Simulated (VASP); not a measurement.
# CoO (R-3m) in VASP: notebook

Runs on CoO. Level: PBE. Tasks: single point.

All numbers are computed with VASP 6.6.1; they aren't measurements. Logs are shortened: lines on timing, memory, paths and dates and some standing lists are left out, and cuts for length are marked.

## 1. The cell of the first run

Symmetry: R-3m, No. 166, trigonal system. The conventional cell has a = 3.011 Å, b = 3.011 Å, c = 7.320 Å, α = 90.00°, β = 90.00°, γ = 120.00°. Co (site symmetry -3m) has 6 O at 2.12 Å within 2.8 Å. Within 2.8 Å of O (site symmetry -3m) lie 6 Co at 2.12 Å.

## 2. Single point, PBE, collinear spin, ferromagnetic start

Contents of INCAR:

```
SYSTEM = CoO
ALGO = Normal
EDIFF = 1E-7
ENCUT = 520
GGA = PE
ISIF = 2
ISMEAR = -1
ISPIN = 2
LASPH = .True.
LCHARG = .True.
LELF = .True.
LMAXMIX = 4
LORBIT = 11
LREAL = .False.
LVHAR = .True.
LWAVE = .False.
MAGMOM = 3 0
NBANDS = 18
NELM = 150
NUPDOWN = 3.0
PREC = Accurate
SIGMA = 0.05
```

Contents of KPOINTS:

```
k-points
0
Gamma
  9 9 9
  0 0 0
```

Contents of POSCAR:

```
CoO
1.0
    1.5054695445      0.8691832468      2.4399269062
   -1.5054695445      0.8691832468      2.4399269062
    0.0000000000     -1.7383664936      2.4399269062
Co O
1 1
Direct
    0.0000000000      0.0000000000      0.0000000000
    0.5000000000      0.5000000000      0.5000000000
```

Potentials or basis: VASP PAW PBE potentials, release 64 (Co, O).

Launch:

```bash
$ cat potpaw_PBE.64/Co/POTCAR potpaw_PBE.64/O/POTCAR > POTCAR
$ mpirun -np 1 vasp_std > vasp.out
```

OUTCAR:

```text
SYSTEM = CoO
   EDIFF = 1E-7
   ENCUT = 520
   GGA = PE
   ISIF = 2
   ISMEAR = -1
   ISPIN = 2
   LASPH = .True.
   LORBIT = 11
   LREAL = .False.
   NELM = 150
   NUPDOWN = 3.0
   PREC = Accurate

 ion  position               nearest neighbor table
   1  0.000  0.000  0.000-   2 2.12   2 2.12   2 2.12   2 2.12   2 2.12   2 2.12
   2  0.500  0.500  0.500-   1 2.12   1 2.12   1 2.12   1 2.12   1 2.12   1 2.12

  LATTYP: Found a trigonal (rhomboedric) cell.
 ALAT       =     2.9958573687
 COS(alpha) =     0.4949531368

  Lattice vectors:

 A1 = (   1.5054695445,   0.8691832468,   2.4399269062)
 A2 = (  -1.5054695445,   0.8691832468,   2.4399269062)
 A3 = (   0.0000000000,  -1.7383664936,   2.4399269062)

Analysis of symmetry for initial positions (statically):
=====================================================================
 Subroutine PRICEL returns:
 Original cell was already a primitive cell.

 Routine SETGRP: Setting up the symmetry group for a
 trigonal (rhombohedral) supercell.

 Subroutine GETGRP returns: Found 12 space group operations
 (whereof 12 operations were pure point group operations)
 out of a pool of 12 trial point group operations.

The static configuration has the point symmetry D_3d.

Analysis of symmetry for dynamics (positions and initial velocities):
=====================================================================
 Subroutine PRICEL returns:
 Original cell was already a primitive cell.

 Routine SETGRP: Setting up the symmetry group for a
 trigonal (rhombohedral) supercell.

 Subroutine GETGRP returns: Found 12 space group operations
 (whereof 12 operations were pure point group operations)
 out of a pool of 12 trial point group operations.

The dynamic configuration has the point symmetry D_3d.

Analysis of structural, dynamic, and magnetic symmetry:
=====================================================================
 Subroutine PRICEL returns:
 Original cell was already a primitive cell.

 Routine SETGRP: Setting up the symmetry group for a
 trigonal (rhombohedral) supercell.

 Subroutine GETGRP returns: Found 12 space group operations
 (whereof 12 operations were pure point group operations)
 out of a pool of 12 trial point group operations.

The overall configuration has the point symmetry D_3d.

 Subroutine INISYM returns: Found 12 space group operations
 (whereof 12 operations are pure point group operations),
 and found     1 'primitive' translations

----------------------------------------------------------------------------------------

                                     Primitive cell

  volume of cell :      19.1563

  direct lattice vectors                    reciprocal lattice vectors
     1.505469544  0.869183247  2.439926906     0.332122295  0.191750896  0.136616114
    -1.505469544  0.869183247  2.439926906    -0.332122295  0.191750896  0.136616114
     0.000000000 -1.738366494  2.439926906     0.000000000 -0.383501793  0.136616114

  length of vectors
     2.995857369  2.995857369  2.995857369     0.407108816  0.407108816  0.407108816

  position of ions in fractional coordinates (direct lattice)
     0.000000000  0.000000000  0.000000000
     0.500000000  0.500000000  0.500000000

  ion indices of the primitive-cell ions
   primitive index   ion index
                 1           1
                 2           2

----------------------------------------------------------------------------------------

 KPOINTS: k-points

Automatic generation of k-mesh.
 Grid dimensions read from file:
 generate k-points for:    9    9    9

 Generating k-lattice:

  Cartesian coordinates                     Fractional coordinates (reciprocal lattice)
     0.036902477  0.021305655  0.015179568     0.111111111  0.000000000  0.000000000
    -0.036902477  0.021305655  0.015179568     0.000000000  0.111111111  0.000000000
     0.000000000 -0.042611310  0.015179568     0.000000000  0.000000000  0.111111111

  Length of vectors
     0.045234313  0.045234313  0.045234313

  Shift w.r.t. Gamma in fractional coordinates (k-lattice)
     0.000000000  0.000000000  0.000000000

 Subroutine IBZKPT returns following result:
 ===========================================

 Found     85 irreducible k-points:

 Following reciprocal coordinates:
            Coordinates               Weight
  0.000000  0.000000  0.000000      1.000000
  0.111111  0.000000 -0.000000      6.000000
  0.222222  0.000000  0.000000      6.000000
  0.333333  0.000000  0.000000      6.000000
  0.444444  0.000000  0.000000      6.000000
  0.111111  0.111111 -0.000000      6.000000
[... 16 lines left out ...]
 -0.333333  0.333333  0.000000      6.000000
  0.444444  0.444444  0.000000      6.000000
 [... further k-points ...]
   k-points           NKPTS =     85   k-points in BZ     NKDIM =     85   number of bands    NBANDS=     18
   number of dos      NEDOS =    301   number of ions     NIONS =      2
   total plane-waves  NPLWV =  13824
   dimension x,y,z NGX =    24 NGY =   24 NGZ =   24
   dimension x,y,z NGXF=    48 NGYF=   48 NGZF=   48
   ions per type =               1   1
   NGX,Y,Z   is equivalent  to a cutoff of  13.32, 13.32, 13.32 a.u.
   NGXF,Y,Z  is equivalent  to a cutoff of  26.64, 26.64, 26.64 a.u.
 SYSTEM =  CoO
   PREC   = accura    normal or accurate (medium, high low for compatibility)
   ISTART =      0    job   : 0-new  1-cont  2-samecut
   ICHARG =      2    charge: 1-file 2-atom 10-const
   ISPIN  =      2    spin polarized calculation?
   LNONCOLLINEAR =      F non collinear calculations
   LSORBIT =      F    spin-orbit coupling
   LASPH  =      T    aspherical Exc in radial PAW
   ENCUT  =  520.0 eV  38.22 Ry    6.18 a.u.   5.57  5.57  5.57*2*pi/ulx,y,z
   NELM   =    150;   NELMIN=  2; NELMDL= -5     # of ELM steps
   EDIFF  = 0.1E-06   stopping-criterion for ELM
   LREAL  =      F    real-space projection
   EDIFFG = 0.1E-05   stopping-criterion for IOM
   NSW    =      0    number of steps for IOM
   IBRION =     -1    ionic relax: 0-MD 1-quasi-New 2-CG
   NFREE  =      0    steps in history (QN), initial steepest desc. (CG)
   ISIF   =      2    stress and relaxation
   ISYM   =      2    0-nonsym 1-usesym 2-fastsym
   POTIM  = 0.5000    time-step for ionic-motion
   TEBEG  =    0.0;   TEEND  =   0.0 temperature during run
   PSTRESS=    0.0 pullay stress
   NELECT =      15.0000    total number of electrons
   NUPDOWN=       3.0000    fix difference up-down
   EMIN   =  10.00;   EMAX   =-10.00  energy-range for DOS
   EFERMI =   0.00;   METHOD = LEGACY
   ISMEAR =    -1;   SIGMA  =   0.05  broadening in eV -4-tet -1-fermi 0-gaus
   EFERMI_NEDOS =   21; number of points for ismear=-14 and -15
   IALGO  =     38    algorithm
   IMIX   =      4    mixing-type and parameters
     AMIX     =   0.40;   BMIX     =  1.00
     AMIX_MAG =   1.60;   BMIX_MAG =  1.00
  volume/ion in A,a.u.               =       9.58        64.64
  Fermi-wavevector in a.u.,A,eV,Ry     =   1.508927  2.851458 30.978555  2.276860
  Thomas-Fermi vector in A             =   2.619316
   LORBIT       =     11    0 simple, 1 ext, 2 COOP (PROOUT), +10 PAW based schemes
   GGA     = PE    functional components
   LHFCALC =     F    Hartree Fock is set to
   AEXX    =    0.0000 exact exchange contribution
   IVDW    =     0    specifies the selected vdW correction
   LEPSILON=     F    determine dielectric tensor
   LRPA    =     F    only Hartree local field effects (RPA)
 spin polarized calculation
  energy-cutoff  :      520.00
  volume of cell :       19.16
 maximum number of plane-waves:       534
 NGX is ok and might be reduce to    24
   NGX = 11   NGY = 11   NGZ = 11

 number of electron      15.0000005 magnetization       3.0000000

 Free energy of the ion-electron system (eV)
  ---------------------------------------------------
  ext. energy  EPLUGINS =         0.00000000
  ---------------------------------------------------
  free energy    TOTEN  =       -13.05915631 eV

  energy without entropy =      -13.02907444  energy(sigma->0) =      -13.04411538

 E-fermi :   8.0128     XC(G=0): -12.4576

 val. band max:        8.0782163185   @ k =   0.4444   0.4444   0.4444
 cond. band min:       8.0130560678   @ k =   0.3333   0.3333   0.1111
 fundamental gap:     -0.0651602507
 Fermi energy:         8.6628715726

 spin component 1

 k-point     1 :       0.0000    0.0000    0.0000
  band No.  band energies     occupation
      1     -12.2219      1.00000
      2       4.6974      1.00000
      3       4.6974      1.00000
      4       4.8621      1.00000
      5       4.8621      1.00000
      6       4.8825      1.00000
[... 10 lines left out ...]
     17      29.7267      0.00000
     18      33.0695      0.00000

 k-point     2 :       0.1111    0.0000   -0.0000
  band No.  band energies     occupation
      1     -12.0942      1.00000
      2       3.7194      1.00000
      3       3.7811      1.00000
      4       3.8160      1.00000
      5       4.9307      1.00000
      6       4.9644      1.00000
[... 10 lines left out ...]
     17      31.1916      0.00000
     18      34.8563      0.00000

 k-point     3 :       0.2222    0.0000    0.0000
  band No.  band energies     occupation
      1     -11.7519      1.00000
      2       2.1409      1.00000
      3       2.9302      1.00000
      4       2.9711      1.00000
      5       5.1414      1.00000
      6       5.1780      1.00000
[... 412 lines left out ...]
 k-point    23 :      -0.3333    0.3333    0.0000
  band No.  band energies     occupation
      1     -10.8799      1.00000
      2       1.0867      1.00000
      3       1.7148      1.00000
      4       2.3016      1.00000
      5       5.2454      1.00000
      6       5.6820      1.00000
[... 10 lines left out ...]
     17      36.9716      0.00000
     18      38.8171      0.00000

 k-point    24 :       0.4444    0.4444    0.0000
  band No.  band energies     occupation
      1     -10.9848      1.00000
      2       1.1286      1.00000
      3       3.6372      1.00000
      4       3.6912      1.00000
      5       4.0472      1.00000
      6       5.0376      1.00000
[... 10 lines left out ...]
     17      39.5310      0.00000
     18      39.5726      0.00000

 [... further k-points ...]

 spin component 2

 k-point     1 :       0.0000    0.0000    0.0000
  band No.  band energies     occupation
      1     -11.6747      1.00000
      2       5.4956      1.00000
      3       5.4956      1.00000
      4       5.5476      1.00000
      5       6.9052      1.00000
      6       6.9052      1.00000
[... 10 lines left out ...]
     17      30.7104      0.00000
     18      33.8994      0.00000

 k-point     2 :       0.1111    0.0000   -0.0000
  band No.  band energies     occupation
      1     -11.5430      1.00000
      2       4.4910      1.00000
      3       5.0656      1.00000
      4       5.1098      1.00000
      5       7.0546      1.00000
      6       7.0703      1.00000
[... 10 lines left out ...]
     17      31.9523      0.00000
     18      35.7409      0.00000

 k-point     3 :       0.2222    0.0000    0.0000
  band No.  band energies     occupation
      1     -11.1893      1.00000
      2       2.8289      1.00000
      3       4.3382      1.00000
      4       4.3819      1.00000
      5       7.3388      1.00000
      6       7.3546      1.00000
[... 412 lines left out ...]
 k-point    23 :      -0.3333    0.3333    0.0000
  band No.  band energies     occupation
      1     -10.2592      1.00000
      2       1.8102      1.00000
      3       2.3043      1.00000
      4       3.6138      1.00000
      5       7.4441      0.99999
      6       7.8804      0.93393
[... 10 lines left out ...]
     17      37.5976      0.00000
     18      39.5667      0.00000

 k-point    24 :       0.4444    0.4444    0.0000
  band No.  band energies     occupation
      1     -10.3528      1.00000
      2       1.6220      1.00000
      3       4.2207      1.00000
      4       4.2771      1.00000
      5       5.8077      1.00000
      6       8.1554      0.05459
[... 10 lines left out ...]
     17      39.6800      0.00000
     18      39.7196      0.00000

 [... further k-points ...]
[... 5 lines left out ...]
  --------------------------------------------------------------------------------------
  -------------------------------------------------------------------------------------
  Total        0.0779611      0.0779611      0.0307989      0.0000000     -0.0000000      0.0000000
  in kB        6.5204446      6.5204446      2.5759359      0.0000000     -0.0000000      0.0000000
  external PRESSURE =       5.2056083 kB  Pullay stress =       0.0000000 kB

 VOLUME and BASIS-vectors are now :
 -----------------------------------------------------------------------------
  energy-cutoff  :      520.00
  volume of cell :       19.16
      direct lattice vectors                 reciprocal lattice vectors
     1.505469544  0.869183247  2.439926906     0.332122295  0.191750896  0.136616114
    -1.505469544  0.869183247  2.439926906    -0.332122295  0.191750896  0.136616114
     0.000000000 -1.738366494  2.439926906     0.000000000 -0.383501793  0.136616114

 POSITION                                       TOTAL-FORCE (eV/Angst)
 -----------------------------------------------------------------------------------
      0.00000      0.00000      0.00000        -0.000000     -0.000000     -0.000000
      0.00000      0.00000      3.65989         0.000000      0.000000      0.000000
 -----------------------------------------------------------------------------------
    total drift:                               -0.000000      0.000000     -0.000000

  FREE ENERGIE OF THE ION-ELECTRON SYSTEM (eV)
  ---------------------------------------------------
  free  energy   TOTEN  =       -13.0591563135 eV

  energy  without entropy=      -13.0290744416  energy(sigma->0) =      -13.04411538

 total charge

# of ion       s       p       d       tot
------------------------------------------
    1        0.297   0.363   7.139   7.800
    2        1.555   3.433   0.000   4.988
--------------------------------------------------
tot          1.852   3.796   7.139  12.788

 magnetization (x)

# of ion       s       p       d       tot
------------------------------------------
    1        0.020   0.018   2.580   2.618
    2        0.029   0.299   0.000   0.329
--------------------------------------------------
tot          0.050   0.317   2.580   2.947
```

Wall time 57 s (1 thread of Intel Xeon Platinum 8488C (Sapphire Rapids), shared host); peak memory 0.18 GiB.

Results:

```
Free energy                                           : -13.0592 eV
Pressure                                              : 0.5 GPa
Net moment                                            : 3.00 μB per cell
Site moments                                          : Co +2.62; O +0.33 μB
Valence electrons inside the program's atomic spheres : Co 7.80; O 4.99
```

Caveat: the total moment is fixed, so each spin has its own Fermi level; a cell with one magnetic atom can't hold antiferromagnetic order, which such compounds often take.

(Continued in part 2 of 3.)
